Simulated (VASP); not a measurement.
Wanted: the native input for a VASP 6.6.1 run.

| Item | Value |
| --- | --- |
| Task | relaxation of cell and atoms |
| Functional | PBEsol |
| Potentials or basis | VASP PAW PBE potentials, release 64 (Ge_d) |
| Cutoff | 600 eV |
| k mesh | 8 × 8 × 4 |
| Occupations | fermi-dirac, width 0.05 eV |
| Spin | no spin polarisation |
| Dipole correction | no |
| Further INCAR settings | ALGO = Normal; EDIFF = 1e-07; IBRION = 2; EDIFFG = -0.01; NSW = 60; ISIF = 3 |

The structure of Ge lies in POSCAR:

```
Ge
1.0
    3.9975858431      0.0000000000      0.0000000000
   -1.9987929216      3.4620108940      0.0000000000
    0.0000000000      0.0000000000      6.5993779500
Ge
4
Direct
    0.3333333333      0.6666666667      0.9370987500
    0.6666666667      0.3333333333      0.4370987500
    0.3333333333      0.6666666667      0.5629012500
    0.6666666667      0.3333333333      0.0629012500
```

This isn't the form of Ge at room conditions, which is diamond.

One way to write it, as run:

INCAR

```
ALGO     = Normal         # electronic algorithm
EDIFF    = 1E-7           # SCF threshold, eV
EDIFFG   = -0.01          # ionic threshold
ENCUT    = 600            # plane-wave cutoff, eV
GGA      = PS             # functional
IBRION   = 2              # ionic algorithm
ISIF     = 3              # what is computed and relaxed
ISMEAR   = -1             # smearing method
LASPH    = T              # aspherical terms in the spheres
LCHARG   = F              # write CHGCAR
LREAL    = F              # projectors in reciprocal space
LWAVE    = F              # write WAVECAR
NELM     = 60             # most SCF steps
NSW      = 60             # ionic steps
PREC     = Accurate       # precision mode
SIGMA    = 0.05           # smearing width, eV
```

KPOINTS

```
k-points
0
Gamma
  8 8 4
```

Potentials or basis: VASP PAW PBE potentials, release 64 (Ge_d).

Run with:

```sh
$ cat potpaw_PBE.64/Ge_d/POTCAR > POTCAR
$ mpirun -np 1 vasp_std > vasp.out
```

It gave:

```
Relaxed volume                        : 22.80 Å³/atom
Relaxed cell                          : a = 3.999 Å, b = 3.999 Å, c = 6.588 Å, α = 90.00°, β = 90.00°, γ = 120.00°
Space group after relaxing (to 0.1 Å) : P6_3/mmc (No. 194)
Energy gained by relaxing             : 0.0 meV/atom
Ionic steps                           : 6
Pressure after relaxing               : 0.0 GPa
Largest force after relaxing          : 0.004 eV/Å
Band gap on the k mesh                : 0.07 eV (least direct gap 0.14 eV)
```

Caveat: the PAW data sets were made with another functional, which shifts forces and pressure a little.

Run time: 11 min on 1 thread of Intel Xeon 8259CL (shared host), peak memory 0.24 GiB.
